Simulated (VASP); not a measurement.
# MgO (I4/mmm) in VASP: further runs, part 2 of 2

VASP 6.6.1. The steps go on from the part before.

**3. Single point, PBE (strain -0.025 along x and y, +0.000 along z)**

INCAR

```
SYSTEM = MgO
ALGO     = Normal         ! electronic algorithm
EDIFF    = 1E-6           ! SCF threshold, eV
ENCUT    = 520            ! plane-wave cutoff, eV
GGA      = PE             ! functional
ISIF     = 2              ! what is computed and relaxed
ISMEAR   = 0              ! smearing method
LASPH    = .TRUE.         ! aspherical terms in the spheres
LCHARG   = .TRUE.         ! write CHGCAR
LELF     = .TRUE.         ! ELF
LREAL    = .FALSE.        ! projectors in reciprocal space
LVHAR    = .TRUE.       
LWAVE    = .FALSE.        ! write WAVECAR
NBANDS   = 11             ! bands
NELM     = 100            ! most SCF steps
PREC     = Accurate       ! precision mode
SIGMA    = 0.05           ! smearing width, eV
```

KPOINTS

```
k-points
0
G
  10 10 10
  0 0 0
```

POSCAR

```
MgO
1.0
    0.0000000000      2.0737498328      2.1269229054
    2.0737498328      0.0000000000      2.1269229054
    2.0737498328      2.0737498328      0.0000000000
Mg O
1 1
Direct
    0.0000000000      0.0000000000      0.0000000000
    0.5000000000      0.5000000000      0.5000000000
```

Potentials or basis: VASP PAW PBE potentials, release 64 (Mg, O).

Run with:

```console
$ cat potpaw_PBE.64/Mg/POTCAR potpaw_PBE.64/O/POTCAR > POTCAR
$ mpirun -np 1 vasp_std > vasp.out
```

OUTCAR:

```text
SYSTEM = MgO
   EDIFF = 1E-6
   ENCUT = 520
   GGA = PE
   ISIF = 2
   ISMEAR = 0
   LASPH = .TRUE.
   LREAL = .FALSE.
   NELM = 100
   PREC = Accurate

 ion  position               nearest neighbor table
   1  0.000  0.000  0.000-   2 2.07   2 2.07   2 2.07   2 2.07   2 2.13   2 2.13
   2  0.500  0.500  0.500-   1 2.07   1 2.07   1 2.07   1 2.07   1 2.13   1 2.13

  LATTYP: Found a body centered tetragonal cell.
 ALAT       =     2.9327251385
 C/A-ratio  =     1.4504754486

  Lattice vectors:

 A1 = (  -2.0737498328,   0.0000000000,   2.1269229054)
[... 516 lines left out ...]
      8      21.9991      0.00000
      9      22.1632      0.00000
     10      28.7059      0.00000
     11      30.4891      0.00000

 [... further k-points ...]
[... 5 lines left out ...]
  --------------------------------------------------------------------------------------
  -------------------------------------------------------------------------------------
  Total        1.1193919      1.1193919      0.4552880      0.0000000      0.0000000      0.0000000
  in kB       98.0388674     98.0388674     39.8751482      0.0000000      0.0000000      0.0000000
  external PRESSURE =      78.6509610 kB  Pullay stress =       0.0000000 kB

 VOLUME and BASIS-vectors are now :
 -----------------------------------------------------------------------------
  energy-cutoff  :      520.00
  volume of cell :       18.29
      direct lattice vectors                 reciprocal lattice vectors
     0.000000000  2.073749833  2.126922905    -0.241109121  0.241109121  0.235081393
     2.073749833  0.000000000  2.126922905     0.241109121 -0.241109121  0.235081393
     2.073749833  2.073749833  0.000000000     0.241109121  0.241109121 -0.235081393

 POSITION                                       TOTAL-FORCE (eV/Angst)
 -----------------------------------------------------------------------------------
      0.00000      0.00000      0.00000        -0.000000      0.000000     -0.000000
      2.07375      2.07375      2.12692         0.000000     -0.000000      0.000000
 -----------------------------------------------------------------------------------
    total drift:                               -0.000000     -0.000000      0.000000

  FREE ENERGIE OF THE ION-ELECTRON SYSTEM (eV)
  ---------------------------------------------------
  free  energy   TOTEN  =       -11.8853671805 eV

  energy  without entropy=      -11.8853671805  energy(sigma->0) =      -11.88536718
```

stdout:

```text
POSCAR found type information on POSCAR MgO
 POSCAR found :  2 types and       2 ions
 scaLAPACK will be used
 LDA part: xc-table for (Slater+PW92), standard interpolation
 POSCAR, INCAR and KPOINTS ok, starting setup
 FFT: planning ... GRIDC
 FFT: planning ... GRID_SOFT
 FFT: planning ... GRID
 WAVECAR not read
 entering main loop
```

Run time: 7.5 s. Hardware: 1 thread of Intel Xeon 6975P-C (Granite Rapids), shared host; peak memory 0.15 GiB.

What came out:

| Item | Value |
| --- | --- |
| Free energy | -11.8854 eV |
| Pressure | 7.9 GPa |
| Band gap on the k mesh | 4.90 eV, direct |

Caveat: the cell differs from its parent crystal (strain -0.025 along x and y, +0.000 along z).

**4. Single point, PBE (strain -0.025 along x and y, +0.050 along z)**

INCAR

```
ALGO = Normal
EDIFF = 1E-6
ENCUT = 520
GGA = PE
ISIF = 2
ISMEAR = 0
LASPH = T
LCHARG = T
LELF = T
LREAL = F
LVHAR = T
LWAVE = F
NBANDS = 11
NELM = 60
PREC = Accurate
SIGMA = 0.05
```

KPOINTS

```
k-points
0
Gamma
  10 10 10
```

POSCAR

```
MgO
1.0
    0.0000000000      2.0737498328      2.2332690507
    2.0737498328      0.0000000000      2.2332690507
    2.0737498328      2.0737498328      0.0000000000
Mg O
1 1
Direct
    0.0000000000      0.0000000000      0.0000000000
    0.5000000000      0.5000000000      0.5000000000
```

Potentials or basis: VASP PAW PBE potentials, release 64 (Mg, O).

Run with:

```console
$ cat potpaw_PBE.64/Mg/POTCAR potpaw_PBE.64/O/POTCAR > POTCAR
$ mpirun -np 1 vasp_std > vasp.out
```

OUTCAR:

```text
EDIFF = 1E-6
   ENCUT = 520
   GGA = PE
   ISIF = 2
   ISMEAR = 0
   LASPH = T
   LREAL = F
   NELM = 60
   PREC = Accurate

 ion  position               nearest neighbor table
   1  0.000  0.000  0.000-   2 2.07   2 2.07   2 2.07   2 2.07   2 2.23   2 2.23
   2  0.500  0.500  0.500-   1 2.07   1 2.07   1 2.07   1 2.07   1 2.23   1 2.23

  LATTYP: Found a body centered tetragonal cell.
 ALAT       =     2.9327251385
 C/A-ratio  =     1.5229992210

  Lattice vectors:

 A1 = (  -2.0737498328,   0.0000000000,   2.2332690507)
 A2 = (   2.0737498328,   0.0000000000,   2.2332690507)
[... 513 lines left out ...]
      7      15.7067      0.00000
      8      21.3794      0.00000
      9      21.4405      0.00000
     10      28.1360      0.00000
     11      28.7921      0.00000

 [... further k-points ...]
[... 5 lines left out ...]
  --------------------------------------------------------------------------------------
  -------------------------------------------------------------------------------------
  Total        0.6143544      0.6143544     -0.8190134      0.0000000      0.0000000      0.0000000
  in kB       51.2443264     51.2443264    -68.3152783      0.0000000      0.0000000      0.0000000
  external PRESSURE =      11.3911248 kB  Pullay stress =       0.0000000 kB

 VOLUME and BASIS-vectors are now :
 -----------------------------------------------------------------------------
  energy-cutoff  :      520.00
  volume of cell :       19.21
      direct lattice vectors                 reciprocal lattice vectors
     0.000000000  2.073749833  2.233269051    -0.241109121  0.241109121  0.223887041
     2.073749833  0.000000000  2.233269051     0.241109121 -0.241109121  0.223887041
     2.073749833  2.073749833  0.000000000     0.241109121  0.241109121 -0.223887041

 POSITION                                       TOTAL-FORCE (eV/Angst)
 -----------------------------------------------------------------------------------
      0.00000      0.00000      0.00000        -0.000000      0.000000     -0.000000
      2.07375      2.07375      2.23327         0.000000     -0.000000      0.000000
 -----------------------------------------------------------------------------------
    total drift:                               -0.000000     -0.000000      0.000000

  FREE ENERGIE OF THE ION-ELECTRON SYSTEM (eV)
  ---------------------------------------------------
  free  energy   TOTEN  =       -11.8752222210 eV

  energy  without entropy=      -11.8752222210  energy(sigma->0) =      -11.87522222
```

OSZICAR:

```text
N       E                     dE             d eps       ncg     rms          rms(c)
DAV:   1     0.128771366380E+02    0.12877E+02   -0.46149E+03  2572   0.639E+02
DAV:   2    -0.129218938414E+02   -0.25799E+02   -0.25347E+02  2613   0.134E+02
DAV:   3    -0.134607712589E+02   -0.53888E+00   -0.53850E+00  2712   0.170E+01
DAV:   4    -0.134621121159E+02   -0.13409E-02   -0.13408E-02  2472   0.955E-01
DAV:   5    -0.134621165768E+02   -0.44609E-05   -0.44609E-05  2637   0.540E-02    0.726E+00
DAV:   6    -0.118953144188E+02    0.15668E+01   -0.91176E+00  2376   0.165E+01    0.228E+00
DAV:   7    -0.118816076914E+02    0.13707E-01   -0.61213E-02  2451   0.215E+00    0.136E+00
DAV:   8    -0.118756733569E+02    0.59343E-02   -0.30107E-02  2346   0.194E+00    0.253E-01
DAV:   9    -0.118752342370E+02    0.43912E-03   -0.69635E-04  2628   0.184E-01    0.138E-01
DAV:  10    -0.118752199187E+02    0.14318E-04   -0.51901E-04  2430   0.169E-01    0.869E-03
DAV:  11    -0.118752219620E+02   -0.20434E-05   -0.25810E-06  2667   0.136E-02    0.465E-03
DAV:  12    -0.118752222210E+02   -0.25896E-06   -0.29403E-07  1419   0.474E-03
   1 F= -.11875222E+02 E0= -.11875222E+02  d E =-.140565E-10
```

stdout:

```text
POSCAR found type information on POSCAR MgO
 POSCAR found :  2 types and       2 ions
 scaLAPACK will be used
 LDA part: xc-table for (Slater+PW92), standard interpolation
 POSCAR, INCAR and KPOINTS ok, starting setup
 FFT: planning ... GRIDC
 FFT: planning ... GRID_SOFT
 FFT: planning ... GRID
 WAVECAR not read
 entering main loop
```

It took 7.3 s on 1 thread of Intel Xeon 6975P-C (Granite Rapids), shared host; peak memory 0.15 GiB.

Results:

| Property | Result |
| --- | --- |
| Free energy | -11.8752 eV |
| Pressure | 1.1 GPa |
| Band gap on the k mesh | 4.35 eV, direct |

Caveat: the cell differs from its parent crystal (strain -0.025 along x and y, +0.050 along z).

**5. Overview**

| cell | gap on the mesh (eV) | pressure (GPa) |
| --- | --- | --- |
| a = 2.895, b = 2.895, c = 2.933 Å, angles 59.6, 59.6, 60.9°, 2 atoms | 5.44 | 18.3 |
| a = 2.971, b = 2.971, c = 2.933 Å, angles 60.4, 60.4, 59.2°, 2 atoms | 4.90 | 7.9 |
| a = 3.048, b = 3.048, c = 2.933 Å, angles 61.2, 61.2, 57.5°, 2 atoms | 4.35 | 1.1 |

Alike in all rows: task single point; level PBE; potentials or basis VASP PAW PBE potentials, release 64 (Mg, O); no spin polarisation; k mesh 10 × 10 × 10; cutoff (eV) 520; smearing gaussian 0.05 eV.

Total energies depend on the potentials used, so only differences within one code and one set of settings carry meaning.
